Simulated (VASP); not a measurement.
Se:

```
Se
1.0
     4.36620    0.00000    0.00000
    -2.18310    3.78124    0.00000
     0.00000    0.00000    4.95360
Se
3
Direct
  0.77460 0.77460 0.00000
  0.00000 0.22540 0.66667
  0.22540 0.00000 0.33333
```

Base run:

| Property | Result |
| --- | --- |
| Program | VASP 6.6.1 |
| Functional | PBEsol |
| Potentials or basis | VASP PAW PBE potentials, release 64 (Se) |
| Cutoff | 520 eV |
| k mesh | 5 × 5 × 4 |
| Occupations | fermi-dirac, width 0.05 eV |
| Spin | no spin polarisation |

Its results: band gap on the k mesh 1.16 eV (least direct gap 1.30 eV); pressure 0.4 GPa; largest force 0.336 eV/Å.

Q: The run is repeated on the same cell with these changes: functional from PBEsol to BLYP; k mesh from 5 × 5 × 4 to 7 × 7 × 6. What comes out?

A: Band gap on the k mesh 1.22 eV (least direct gap 1.47 eV); pressure 6.5 GPa; largest force 0.727 eV/Å.

Several settings changed at once.

Caveats: the PAW data sets were made with another functional, which shifts forces and pressure a little; the cell stands under pressure (at least some runs).

A k mesh can miss the band edges.
